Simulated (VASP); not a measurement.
# Se (P3_121) in VASP: further runs, part 2 of 3

VASP 6.6.1. The steps go on from the part before.

### Step 4. Single point, PBE+D3(BJ) (25.80 Å³/atom)

This run uses another cell than the first one, of 25.80 Å³/atom.

Contents of INCAR:

```
SYSTEM = Se
PREC = Accurate
ENCUT = 520
EDIFF = 1E-6
ISMEAR = 0
SIGMA = 0.05
LREAL = .False.
LASPH = .True.
NELM = 80
ALGO = Normal
ISIF = 2
LWAVE = .False.
LCHARG = .True.
GGA = PE
IVDW = 12
LELF = .True.
LVHAR = .True.
NBANDS = 16
```

Contents of KPOINTS:

```
regular mesh
0
Gamma
  12 12 8
  0 0 0
```

Contents of POSCAR:

```
Se
1.0
    4.3089284814      0.0000000000      0.0000000000
   -2.1544642407      3.7316415280      0.0000000000
    0.0000000000      0.0000000000      4.8143657922
Se
3
Direct
    0.2473450691      0.0000000000      0.3333333333
    0.0000000000      0.2473450691      0.6666666667
    0.7526549309      0.7526549309      0.0000000000
```

Potentials or basis: VASP PAW PBE potentials, release 64 (Se).

Command:

```
cat potpaw_PBE.64/Se/POTCAR > POTCAR
mpirun -np 1 vasp_std > vasp.out
```

OUTCAR:

```text
SYSTEM = Se
   PREC = Accurate
   ENCUT = 520
   EDIFF = 1E-6
   ISMEAR = 0
   LREAL = .False.
   LASPH = .True.
   NELM = 80
   ISIF = 2
   GGA = PE
   IVDW = 12
 IVDW          = 12

 ion  position               nearest neighbor table
   1  0.247  0.000  0.333-   3 2.45   2 2.45
   2  0.000  0.247  0.667-   3 2.45   1 2.45
   3  0.753  0.753  0.000-   1 2.45   2 2.45

  LATTYP: Found a hexagonal cell.
 ALAT       =     4.3089284814
 C/A-ratio  =     1.1173000000

  Lattice vectors:

 A1 = (   4.3089284814,   0.0000000000,   0.0000000000)
 A2 = (  -2.1544642407,   3.7316415280,   0.0000000000)
 A3 = (   0.0000000000,   0.0000000000,   4.8143657922)

Analysis of symmetry for initial positions (statically):
=====================================================================
 Subroutine PRICEL returns:
 Original cell was already a primitive cell.

 Routine SETGRP: Setting up the symmetry group for a
 hexagonal supercell.

 Subroutine GETGRP returns: Found  6 space group operations
 (whereof  2 operations were pure point group operations)
 out of a pool of 24 trial point group operations.

The static configuration has the point symmetry C_2 .
 The point group associated with its full space group is D_3 .

Analysis of symmetry for dynamics (positions and initial velocities):
=====================================================================
 Subroutine PRICEL returns:
 Original cell was already a primitive cell.

 Routine SETGRP: Setting up the symmetry group for a
 hexagonal supercell.

 Subroutine GETGRP returns: Found  6 space group operations
 (whereof  2 operations were pure point group operations)
 out of a pool of 24 trial point group operations.

The dynamic configuration has the point symmetry C_2 .
 The point group associated with its full space group is D_3 .

 Subroutine INISYM returns: Found  6 space group operations
 (whereof  2 operations are pure point group operations),
 and found     1 'primitive' translations

----------------------------------------------------------------------------------------

                                     Primitive cell

  volume of cell :      77.4120

  direct lattice vectors                    reciprocal lattice vectors
     4.308928481  0.000000000  0.000000000     0.232076258  0.133989290  0.000000000
    -2.154464241  3.731641528  0.000000000     0.000000000  0.267978581  0.000000000
     0.000000000  0.000000000  4.814365792     0.000000000  0.000000000  0.207711679

  length of vectors
     4.308928481  4.308928481  4.814365792     0.267978581  0.267978581  0.207711679

  position of ions in fractional coordinates (direct lattice)
     0.247345069  0.000000000  0.333333333
     0.000000000  0.247345069  0.666666667
     0.752654931  0.752654931  0.000000000

  ion indices of the primitive-cell ions
   primitive index   ion index
                 1           1
                 2           2
                 3           3

----------------------------------------------------------------------------------------

 KPOINTS: regular mesh

Automatic generation of k-mesh.
 Grid dimensions read from file:
 generate k-points for:   12   12    8

 Generating k-lattice:

  Cartesian coordinates                     Fractional coordinates (reciprocal lattice)
     0.019339688  0.011165774  0.000000000     0.083333333  0.000000000  0.000000000
     0.000000000  0.022331548  0.000000000     0.000000000  0.083333333  0.000000000
     0.000000000  0.000000000  0.025963960     0.000000000  0.000000000  0.125000000

  Length of vectors
     0.022331548  0.022331548  0.025963960

  Shift w.r.t. Gamma in fractional coordinates (k-lattice)
     0.000000000  0.000000000  0.000000000

 Subroutine IBZKPT returns following result:
 ===========================================

 Found    131 irreducible k-points:

 Following reciprocal coordinates:
            Coordinates               Weight
  0.000000  0.000000  0.000000      1.000000
  0.083333  0.000000  0.000000      6.000000
  0.166667  0.000000  0.000000      6.000000
  0.250000  0.000000  0.000000      6.000000
  0.333333  0.000000  0.000000      6.000000
  0.416667  0.000000  0.000000      6.000000
[... 16 lines left out ...]
  0.166667  0.000000  0.125000      6.000000
  0.000000  0.166667  0.125000      6.000000
 [... further k-points ...]
   k-points           NKPTS =    131   k-points in BZ     NKDIM =    131   number of bands    NBANDS=     16
   number of dos      NEDOS =    301   number of ions     NIONS =      3
   total plane-waves  NPLWV =  36864
   dimension x,y,z NGX =    32 NGY =   32 NGZ =   36
   dimension x,y,z NGXF=    64 NGYF=   64 NGZF=   72
   ions per type =               3
   NGX,Y,Z   is equivalent  to a cutoff of  12.35, 12.35, 12.43 a.u.
   NGXF,Y,Z  is equivalent  to a cutoff of  24.69, 24.69, 24.86 a.u.
 SYSTEM =  Se
   PREC   = accura    normal or accurate (medium, high low for compatibility)
   ISTART =      0    job   : 0-new  1-cont  2-samecut
   ICHARG =      2    charge: 1-file 2-atom 10-const
   ISPIN  =      1    spin polarized calculation?
   LNONCOLLINEAR =      F non collinear calculations
   LSORBIT =      F    spin-orbit coupling
   LASPH  =      T    aspherical Exc in radial PAW
   ENCUT  =  520.0 eV  38.22 Ry    6.18 a.u.   8.01  8.01  8.95*2*pi/ulx,y,z
   NELM   =     80;   NELMIN=  2; NELMDL= -5     # of ELM steps
   EDIFF  = 0.1E-05   stopping-criterion for ELM
   LREAL  =      F    real-space projection
[... 7 lines left out ...]
   TEBEG  =    0.0;   TEEND  =   0.0 temperature during run
   PSTRESS=    0.0 pullay stress
   NELECT =      18.0000    total number of electrons
   NUPDOWN=      -1.0000    fix difference up-down
   EMIN   =  10.00;   EMAX   =-10.00  energy-range for DOS
   EFERMI =   0.00;   METHOD = LEGACY
   ISMEAR =     0;   SIGMA  =   0.05  broadening in eV -4-tet -1-fermi 0-gaus
   EFERMI_NEDOS =   21; number of points for ismear=-14 and -15
   IALGO  =     38    algorithm
   IMIX   =      4    mixing-type and parameters
     AMIX     =   0.40;   BMIX     =  1.00
     AMIX_MAG =   1.60;   BMIX_MAG =  1.00
  volume/ion in A,a.u.               =      25.80       174.13
  Fermi-wavevector in a.u.,A,eV,Ry     =   1.006691  1.902370 13.788512  1.013427
  Thomas-Fermi vector in A             =   2.139449
   LORBIT       =      0    0 simple, 1 ext, 2 COOP (PROOUT), +10 PAW based schemes
   GGA     = PE    functional components
   LHFCALC =     F    Hartree Fock is set to
   AEXX    =    0.0000 exact exchange contribution
   IVDW    =    12    specifies the selected vdW correction
   LEPSILON=     F    determine dielectric tensor
   LRPA    =     F    only Hartree local field effects (RPA)
 non-spin polarized calculation
 Gauss-broadening in eV      SIGMA  =   0.05
  energy-cutoff  :      520.00
  volume of cell :       77.41
 maximum number of plane-waves:      2106
   NGX = 17   NGY = 17   NGZ = 17

 number of electron      17.9999999 magnetization

 Free energy of the ion-electron system (eV)
  ---------------------------------------------------
  ext. energy  EPLUGINS =         0.00000000
  ---------------------------------------------------
  free energy    TOTEN  =       -10.40836558 eV

  energy without entropy =      -10.40836558  energy(sigma->0) =      -10.40836558

 E-fermi :   3.5910     XC(G=0):  -9.1651

 val. band max:        3.3861858817   @ k =   0.5000   0.0000   0.5000
 cond. band min:       3.8135339093   @ k =   0.0000   0.0000   0.5000
 fundamental gap:      0.4273480276
 Fermi energy:         3.5909727512

 k-point     1 :       0.0000    0.0000    0.0000
  band No.  band energies     occupation
      1     -12.5559      2.00000
      2      -8.4600      2.00000
      3      -8.4600      2.00000
      4      -0.7998      2.00000
      5      -0.4551      2.00000
      6      -0.4551      2.00000
[... 8 lines left out ...]
     15       9.8944      0.00000
     16      11.6250      0.00000
[... 419 lines left out ...]
 k-point    24 :       0.0000    0.1667    0.1250
  band No.  band energies     occupation
      1     -12.3383      2.00000
      2      -9.2753      2.00000
      3      -7.8382      2.00000
      4      -1.4019      2.00000
      5      -0.9809      2.00000
      6      -0.4618      2.00000
[... 8 lines left out ...]
     15      10.8017      0.00000
     16      11.6973      0.00000

 [... further k-points ...]

------------------------ aborting loop because EDIFF is reached ----------------------------------------

 Edisp (eV)   -1.00812

 E8    (eV) :    -0.4157

  FORCE on cell =-STRESS in cart. coord.  units (eV):
  Direction    XX          YY          ZZ          XY          YZ          ZX
  --------------------------------------------------------------------------------------
  -------------------------------------------------------------------------------------
  Total      -0.98568    -0.98568     0.54066     0.00000     0.00000    -0.00000
  in kB     -20.40045   -20.40045    11.18984     0.00000     0.00000    -0.00000
  external pressure =       -9.87 kB  Pullay stress =        0.00 kB

 VOLUME and BASIS-vectors are now :
 -----------------------------------------------------------------------------
  energy-cutoff  :      520.00
  volume of cell :       77.41
      direct lattice vectors                 reciprocal lattice vectors
     4.308928481  0.000000000  0.000000000     0.232076258  0.133989290  0.000000000
    -2.154464241  3.731641528  0.000000000     0.000000000  0.267978581  0.000000000
     0.000000000  0.000000000  4.814365792     0.000000000  0.000000000  0.207711679

 POSITION                                       TOTAL-FORCE (eV/Angst)
 -----------------------------------------------------------------------------------
      1.06579      0.00000      1.60479        -0.305094     -0.000000     -0.000000
     -0.53290      0.92300      3.20958         0.152547     -0.264219     -0.000000
      1.62157      2.80864      0.00000         0.152547      0.264219      0.000000
 -----------------------------------------------------------------------------------
    total drift:                               -0.000000     -0.000000      0.000000

  FREE ENERGIE OF THE ION-ELECTRON SYSTEM (eV)
  ---------------------------------------------------
  free  energy   TOTEN  =       -11.4164887597 eV

  energy  without entropy=      -11.4164887597  energy(sigma->0) =      -11.41648876
```

stdout:

```text
POSCAR found type information on POSCAR Se
 POSCAR found :  1 types and       3 ions
 scaLAPACK will be used
 LDA part: xc-table for (Slater+PW92), standard interpolation
 POSCAR, INCAR and KPOINTS ok, starting setup
 FFT: planning ... GRIDC
 FFT: planning ... GRID_SOFT
 FFT: planning ... GRID
 WAVECAR not read
 entering main loop
```

It took 42 s on 1 thread of Intel Xeon 6975P-C (Granite Rapids), shared host; peak memory 0.26 GiB.

Results:

```
Free energy                : -11.4165 eV
Pressure                   : -1.0 GPa
Largest force              : 0.305 eV/Å
Band gap on the k mesh     : 0.43 eV (least direct gap 1.39 eV)
Dispersion energy per atom : -0.336 eV
```

Forces on the atoms (eV/Å):
```
Se  -0.305  0.000  0.000
Se   0.153 -0.264  0.000
Se   0.153  0.264  0.000
```

A k mesh can miss the band edges. PBE gaps usually lie below the measured ones, often by a third to a half.

[end of part 2 of 3]
